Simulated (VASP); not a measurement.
Write the native input for VASP 6.6.1 that does the following.

```
Task                   : single point
Functional             : r2SCAN
Potentials or basis    : VASP PAW PBE potentials, release 64 (Ca_sv, Se)
Cutoff                 : 520 eV
k mesh                 : 8 × 8 × 8
Occupations            : gaussian, width 0.01 eV
Spin                   : no spin polarisation
Dipole correction      : no
Further INCAR settings : ALGO = Normal; EDIFF = 1e-06; NBANDS = 15
```

CaSe:

```
CELL_PARAMETERS angstrom
0.00000 2.96754 2.96754
2.96754 0.00000 2.96754
2.96754 2.96754 0.00000
ATOMIC_POSITIONS crystal
Ca 0.00000 0.00000 0.00000
Se 0.50000 0.50000 0.50000
```

The input as run:

POSCAR

```
CaSe
1.0
    0.0000000000      2.9675351104      2.9675351104
    2.9675351104      0.0000000000      2.9675351104
    2.9675351104      2.9675351104      0.0000000000
Ca Se
1 1
Direct
    0.0000000000      0.0000000000      0.0000000000
    0.5000000000      0.5000000000      0.5000000000
```

INCAR.step1

```
PREC = Accurate ; ENCUT = 520
ISMEAR = 0 ; SIGMA = 0.01
LREAL = False ; LASPH = True
NELM = 60 ; NBANDS = 15
GGA = PE ; ALGO = Normal
EDIFF = 1E-4 ; LWAVE = True
LCHARG = False
```

INCAR.step2

```
PREC = Accurate ; ENCUT = 520
EDIFF = 1E-6 ; ISMEAR = 0
SIGMA = 0.01 ; LREAL = False
LASPH = True ; NELM = 60
ALGO = Normal ; ISIF = 2
LWAVE = False ; LCHARG = False
METAGGA = R2SCAN ; LMIXTAU = True
NBANDS = 15 ; ISTART = 1
```

KPOINTS

```
Automatic mesh
0
Gamma
  8 8 8
```

Potentials or basis: VASP PAW PBE potentials, release 64 (Ca_sv, Se).

Launch:

```console
$ cat potpaw_PBE.64/Ca_sv/POTCAR potpaw_PBE.64/Se/POTCAR > POTCAR
$ cp INCAR.step1 INCAR
$ mpirun -np 1 vasp_std > vasp.out
$ cp INCAR.step2 INCAR
$ mpirun -np 1 vasp_std > vasp.out
```

It gave:

| Property | Result |
| --- | --- |
| Pressure | 0.2 GPa |
| Band gap on the k mesh | 2.52 eV, indirect (least direct gap 3.46 eV) |

Caveat: the PAW data sets were made with another functional, which shifts forces and pressure a little.

It took 52 s on 1 thread of Intel(R) Xeon(R) Platinum 8259CL CPU @ 2.50GHz (Skylake/Cascade Lake) (shared host), peak memory 0.19 GiB.
